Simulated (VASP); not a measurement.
A run of VASP 6.6.1 is set up as follows.

File INCAR:

```
SYSTEM = Se
  ALGO = Normal
  EDIFF = 1E-6
  EDIFFG = -0.005
  ENCUT = 600
  GGA = PS
  IBRION = 2
  ISIF = 3
  ISMEAR = -1
  LASPH = .True.
  LCHARG = .False.
  LREAL = .False.
  LWAVE = .False.
  NELM = 80
  NSW = 32
  PREC = Accurate
  PSTRESS = 2900.0
  SIGMA = 0.08
```

Contents of KPOINTS:

```
k-points
0
Gamma
  18 18 10
  0 0 0
```

The input POSCAR:

```
Se
1.0
    2.4161169815      0.0000000000      0.0000000000
   -1.2080584907      2.0924186845      0.0000000000
    0.0000000000      0.0000000000      3.7178361706
Se
2
Direct
    0.3333333333      0.6666666667      0.2500000000
    0.6666666667      0.3333333333      0.7500000000
```

Potentials or basis: VASP PAW PBE potentials, release 64 (Se).

The run is started by

```console
$ cat potpaw_PBE.64/Se/POTCAR > POTCAR
$ mpirun -np 1 vasp_std > vasp.out
```

(1) What does it give for the relaxed cell?

(2) What does it give for the band gap on the k mesh?

(3) Predict the space group after relaxing (to 0.1 Å).

Answers

(1) a = 2.421 Å, b = 2.421 Å, c = 3.727 Å, α = 90.00°, β = 90.00°, γ = 120.00°.

(2) zero (bands 6 and 7 overlap by 12.20 eV).

(3) P6_3/mmc (No. 194).

Caveat: the cell is relaxed towards a set pressure, so the run minimises the enthalpy, not the energy.
